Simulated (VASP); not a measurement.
# Ir: single point with PBE

Crystal: Ir.

```
CELL_PARAMETERS angstrom
-1.55577 1.55577 1.55577
1.55577 -1.55577 1.55577
1.55577 1.55577 -1.55577
ATOMIC_POSITIONS crystal
Ir 0.00000 0.00000 0.00000
```

```json
{"Program": "VASP 6.6.1", "Task": "single point", "Functional": "PBE", "Potentials or basis": "VASP PAW PBE potentials, release 64 (Ir)", "Cutoff": "520 eV", "k mesh": "14 × 14 × 14", "Occupations": "fermi-dirac, width 0.1 eV", "Spin": "non-collinear spin, zero start, spin-orbit coupling", "Starting moments": "[[0.0, 0.0, 0.0]] μB", "Dipole correction": "no", "Further INCAR settings": "ALGO = Normal; EDIFF = 1e-06; NBANDS = 20"}
```

```json
{"Pressure": "1.9 GPa", "Net moment": "0.00 μB per cell", "Valence electrons inside the program's atomic spheres": "Ir 8.22"}
```

Moments on the atoms (μB; x, y, z):
```
Ir  0.00 0.00 0.00
```

It took 24 s on 1 thread of Intel(R) Xeon(R) 6975P-C (Granite Rapids) (shared host), peak memory 0.19 GiB.
